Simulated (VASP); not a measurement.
A run of VASP 6.6.1:

File INCAR:

```
SYSTEM = TiC
PREC = Accurate ; ENCUT = 600
EDIFF = 1E-6 ; ISMEAR = -1
SIGMA = 0.05 ; LREAL = .FALSE.
LASPH = .TRUE. ; NELM = 150
ALGO = Normal ; ISIF = 3
LWAVE = .FALSE. ; LCHARG = .FALSE.
LMAXMIX = 4 ; LDAU = .TRUE.
LDAUTYPE = 2 ; LDAUL = 2 -1
LDAUU = 8 0 ; LDAUJ = 0 0
LDAUPRINT = 1 ; GGA = PE
IBRION = 2 ; NSW = 60
EDIFFG = -0.01
```

Contents of KPOINTS:

```
regular mesh
0
G
  11 11 11
  0 0 0
```

Contents of POSCAR:

```
TiC
1.0
    0.0000000000      2.1657188437      2.1657188437
    2.1657188437      0.0000000000      2.1657188437
    2.1657188437      2.1657188437      0.0000000000
Ti C
1 1
Direct
    0.0000000000      0.0000000000      0.0000000000
    0.5000000000      0.5000000000      0.5000000000
```

Potentials or basis: VASP PAW PBE potentials, release 64 (Ti_sv, C).

Command:

```console
$ cat potpaw_PBE.64/Ti_sv/POTCAR potpaw_PBE.64/C/POTCAR > POTCAR
$ mpirun -np 1 vasp_std > vasp.out
```

Hardware: 1 thread of Intel(R) Xeon(R) Platinum 8259CL CPU @ 2.50GHz (Skylake/Cascade Lake), on a shared host.

Estimate the wall time of this run.

Wall time 34 s on 1 thread of Intel(R) Xeon(R) Platinum 8259CL CPU @ 2.50GHz (Skylake/Cascade Lake), with other jobs on the host, peak memory 0.15 GiB. Counts: scf iterations 45, k points 56, ion steps 4.
